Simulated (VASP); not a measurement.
Write the native input for VASP 6.6.1 that does the following.

```
Task                   : single point
Functional             : PBE
Potentials or basis    : VASP PAW PBE potentials, release 64 (Mn_sv)
Cutoff                 : 680 eV
k mesh                 : 14 × 14 × 10
Occupations            : fermi-dirac, width 0.05 eV
Spin                   : collinear spin, antiferromagnetic start
Starting moments       : [1.799, -1.799] μB
Dipole correction      : no
Further INCAR settings : ALGO = Normal; EDIFF = 1e-06; NBANDS = 26
```

The structure of Mn lies in POSCAR:

```
Mn
1.0
    2.4647995700      0.0000000000      0.0000000000
    0.0000000000      2.4647995700      0.0000000000
    0.0000000000      0.0000000000      3.3138062783
Mn
2
Direct
    1.0000000000      0.0000000000      0.0000000000
    0.5000000000      0.5000000000      0.5000000000
```

These files were run (other wordings do the same):

INCAR

```
SYSTEM = Mn
ALGO = Normal
EDIFF = 1E-6
ENCUT = 680
GGA = PE
GGA_COMPAT = .FALSE.
ISIF = 2
ISMEAR = -1
ISPIN = 2
LASPH = .TRUE.
LCHARG = .FALSE.
LMAXMIX = 4
LORBIT = 11
LREAL = .FALSE.
LWAVE = .FALSE.
MAGMOM = 1.799 -1.799
NBANDS = 26
NELM = 200
PREC = Accurate
SIGMA = 0.05
```

KPOINTS

```
k-points
0
G
  14 14 10
  0 0 0
```

Potentials or basis: VASP PAW PBE potentials, release 64 (Mn_sv).

Run with:

```console
$ cat potpaw_PBE.64/Mn_sv/POTCAR > POTCAR
$ mpirun -np 1 vasp_std > vasp.out
```

Results of the run:

```json
{
  "Pressure": "23.4 GPa",
  "Band gap on the k mesh": "zero (filled and empty bands overlap)",
  "Net moment": "0.00 μB per cell",
  "Site moments": "Mn +0.78, -0.78 μB",
  "Valence electrons inside the program's atomic spheres": "Mn 13.10"
}
```

Caveat: the cell stands under pressure; the antiferromagnetic order is the one typed at the start, and another may lie lower.

Wall time 4.5 min on 1 thread of Intel(R) Xeon(R) Platinum 8259CL CPU @ 2.50GHz (Skylake/Cascade Lake), with other jobs on the host, peak memory 0.32 GiB.
